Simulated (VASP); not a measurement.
Here is a VASP 6.6.1 calculation.

Contents of INCAR:

```
SYSTEM = Cu
ALGO     = Normal         ! electronic algorithm
EDIFF    = 1E-7           ! SCF threshold, eV
ENCUT    = 520            ! plane-wave cutoff, eV
GGA      = PE             ! functional
ISIF     = 2              ! what is computed and relaxed
ISMEAR   = -1             ! smearing method
LASPH    = .TRUE.         ! aspherical terms in the spheres
LCHARG   = .TRUE.         ! write CHGCAR
LELF     = .TRUE.         ! ELF
LREAL    = .FALSE.        ! projectors in reciprocal space
LVHAR    = .TRUE.       
LWAVE    = .FALSE.        ! write WAVECAR
NBANDS   = 12             ! bands
NELM     = 80             ! most SCF steps
PREC     = Accurate       ! precision mode
SIGMA    = 0.1            ! smearing width, eV
```

File KPOINTS:

```
k-points
0
G
  19 19 19
  0 0 0
```

File POSCAR:

```
Cu
1.0
   -1.3909684549      1.3909684549      1.3909684549
    1.3909684549     -1.3909684549      1.3909684549
    1.3909684549      1.3909684549     -1.3909684549
Cu
1
Direct
    0.0000000000      0.0000000000      0.0000000000
```

Potentials or basis: VASP PAW PBE potentials, release 64 (Cu).

Run with:

```sh
$ cat potpaw_PBE.64/Cu/POTCAR > POTCAR
$ mpirun -np 1 vasp_std > vasp.out
```

(1) Predict the pressure.

Answers

(1) 20.5 GPa.
